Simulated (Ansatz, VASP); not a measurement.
## One calculation of Si2W, two programs

```xyz
3
Lattice="0.0000 3.4755 3.4755 3.4755 0.0000 3.4755 3.4755 3.4755 0.0000" Properties=species:S:1:pos:R:3 pbc="T T T"
Si    1.7377    1.7377    1.7377
Si    5.2132    5.2132    5.2132
W     3.4755    3.4755    3.4755
```

Alike in both runs: task single point; functional PBE; k mesh 4 × 4 × 4; occupations gaussian, width 0.1 eV; no spin polarisation.

|  | VASP | Ansatz |
| --- | --- | --- |
| version | VASP 6.6.1 | Ansatz 0.2.0 |
| potentials or method | VASP PAW PBE potentials, release 64 (Si, W_sv), cutoff 500 eV | scalar-relativistic, plane waves, PAW |
| valence electrons in the cell | 22 | 22 |

|  | VASP | Ansatz | Ansatz less VASP |
| --- | --- | --- | --- |
| gap on the k mesh at the Fermi level (eV) | none | none | - |
| pressure (GPa) | -23.1 | -23.1 | +0.04 |

A gap of «none» marks a metal or a gap that the smearing closes.

The k mesh is coarse, so the values compare programs but aren't converged. Spin-orbit coupling is off throughout.
